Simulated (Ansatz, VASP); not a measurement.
# One calculation of AlN, two programs

```xyz
12
Lattice="4.3698 0.0000 0.0000 0.0000 2.1849 -2.1849 0.0000 6.3426 6.3426" Properties=species:S:1:pos:R:3 pbc="T T T"
Al    0.0000    1.6386    1.6386
Al    2.1849    3.8235    1.6386
Al    0.0000    3.8235    3.8235
Al    2.1849    6.0084    3.8235
Al    0.0000    6.0084    6.0084
Al    2.1849    1.6386   -0.5463
N     3.2774    2.7310    2.7310
N     1.0925    4.9159    2.7310
N     3.2774    4.9159    4.9159
N     1.0925    7.1008    4.9159
N     3.2774    0.5461    0.5461
N     1.0925    2.7310    0.5461
```

Alike in both runs: task single point; functional r2SCAN; k mesh 5 × 7 × 3; occupations gaussian, width 0.05 eV; no spin polarisation.

|  | VASP | Ansatz |
| --- | --- | --- |
| version | VASP 6.6.1 | Ansatz 0.2.0 |
| potentials or method | VASP PAW PBE potentials, release 64 (Al, N), cutoff 520 eV | scalar-relativistic, plane waves, PAW |
| valence electrons in the cell | 48 | 48 |

|  | VASP | Ansatz | Ansatz less VASP |
| --- | --- | --- | --- |
| gap on the k mesh at the Fermi level (eV) | 3.78 | 3.79 | +0.011 |
| least direct gap on the mesh (eV) | 3.78 | 3.79 | +0.011 |
| pressure (GPa) | 10.2 | 10.5 | +0.28 |
| traceless stress, the component that is largest in VASP (GPa) | 11.31 | 11.14 | -0.168 |
| rms of the force components (eV/Å) | 1.760 | 1.728 | -0.0320 |

VASP's potentials were made for PBE, not for r2SCAN. Atom by atom the forces differ by 0.033 eV/Å (rms over components). With one functional, cell and mesh, what is left measures potentials, basis and numerics.
